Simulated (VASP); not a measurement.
Wanted: the native input for a VASP 6.6.1 run.

| Property | Result |
| --- | --- |
| Task | relaxation of cell and atoms |
| Functional | PBEsol |
| Potentials or basis | VASP PAW PBE potentials, release 64 (Tl_d) |
| Cutoff | 600 eV |
| k mesh | 8 × 8 × 10 |
| Occupations | fermi-dirac, width 0.1 eV |
| Spin | no spin polarisation |
| Target pressure | 31 GPa |
| Dipole correction | no |
| Further INCAR settings | ALGO = Normal; EDIFF = 1e-07; IBRION = 2; EDIFFG = -0.005; NSW = 60; ISIF = 3 |

The structure of Tl lies in POSCAR:

```
Tl
1.0
    4.8452695961      0.0000000000      0.0000000000
   -2.4226347980      4.1961265584      0.0000000000
    0.0000000000      0.0000000000      3.0040671496
Tl
3
Direct
    0.0000000000      0.0000000000      0.0000000000
    0.3333333333      0.6666666667      0.5000000000
    0.6666666667      0.3333333333      0.5000000000
```

This isn't the form of Tl at room conditions, which is hcp.

One way to write it, as run:

INCAR

```
PREC     = Accurate       # precision mode
ENCUT    = 600            # plane-wave cutoff, eV
EDIFF    = 1E-7           # SCF threshold, eV
ISMEAR   = -1             # smearing method
SIGMA    = 0.1            # smearing width, eV
LREAL    = False          # projectors in reciprocal space
LASPH    = True           # aspherical terms in the spheres
NELM     = 80             # most SCF steps
ALGO     = Normal         # electronic algorithm
ISIF     = 3              # what is computed and relaxed
LWAVE    = False          # write WAVECAR
LCHARG   = False          # write CHGCAR
GGA      = PS             # functional
IBRION   = 2              # ionic algorithm
NSW      = 60             # ionic steps
EDIFFG   = -0.005         # ionic threshold
PSTRESS  = 310.0
```

KPOINTS

```
regular mesh
0
Gamma
  8 8 10
```

Potentials or basis: VASP PAW PBE potentials, release 64 (Tl_d).

Run with:

```bash
$ cat potpaw_PBE.64/Tl_d/POTCAR > POTCAR
$ mpirun -np 1 vasp_std > vasp.out
```

It gave:

```
Relaxed volume                                             : 20.51 Å³/atom
Relaxed cell                                               : a = 4.916 Å, b = 4.916 Å, c = 2.940 Å, α = 90.00°, β = 90.00°, γ = 120.00°
Space group after relaxing (to 0.1 Å)                      : P6/mmm (No. 191)
Energy change on relaxing (the run minimises the enthalpy) : -35.4 meV/atom
Ionic steps                                                : 11
Pressure after relaxing                                    : 31.0 GPa
Band gap on the k mesh                                     : zero (an odd number of electrons rules out a gap without spin polarisation)
```

Caveat: the cell is relaxed towards a set pressure, so the run minimises the enthalpy, not the energy; the PAW data sets were made with another functional, which shifts forces and pressure a little; spin-orbit coupling is left out, which moves the levels of the heavy elements.

Run time: 5.3 min on 1 thread of AMD EPYC 9R45 96-Core Processor (Zen 5) (shared host), peak memory 0.22 GiB.
